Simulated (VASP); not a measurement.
The system is SnO2.

```
Sn O
1.0
     0.00000    2.57205    2.57205
     2.57205    0.00000    2.57205
     2.57205    2.57205    0.00000
Sn O
1 2
Direct
  0.00000 0.00000 0.00000
  0.25000 0.25000 0.25000
  0.75000 0.75000 0.75000
```

| Item | Value |
| --- | --- |
| Program | VASP 6.6.1 |
| Task | relaxation of cell and atoms |
| Functional | PBEsol |
| Potentials or basis | VASP PAW PBE potentials, release 64 (Sn_d, O) |
| Cutoff | 600 eV |
| k mesh | 8 × 8 × 8 |
| Occupations | fermi-dirac, width 0.02 eV |
| Spin | no spin polarisation |

At the start: pressure -6.2 GPa; volume 11.34 Å³/atom.

Task: Where does the relaxation end?

Result: Over 3 steps the energy falls by 7.2 meV/atom and the volume is 10.98 Å³/atom (-3.2 %); space group Fm-3m (No. 225, to 0.05 Å).

The path:
```
step  energy change (eV)  largest force (eV/Å)  pressure (GPa)  volume (Å³)
   1              0.0000                0.0000           -6.18        34.03
   2             -0.0005                0.0000            6.97        31.92
   3             -0.0217                0.0000           -0.04        32.94
```

Final structure:
```cif
data_structure
_symmetry_space_group_name_H-M 'P 1'
_symmetry_Int_Tables_number 1
_cell_length_a 3.5981
_cell_length_b 3.5981
_cell_length_c 3.5981
_cell_angle_alpha 60.000
_cell_angle_beta 60.000
_cell_angle_gamma 60.000
_cell_volume 32.94
loop_
_atom_site_label
_atom_site_type_symbol
_atom_site_fract_x
_atom_site_fract_y
_atom_site_fract_z
_atom_site_occupancy
Sn1 Sn 0.00000 0.00000 0.00000 1
O1 O 0.25000 0.25000 0.25000 1
O2 O 0.75000 0.75000 0.75000 1
```

Caveat: the PAW data sets were made with another functional, which shifts forces and pressure a little.
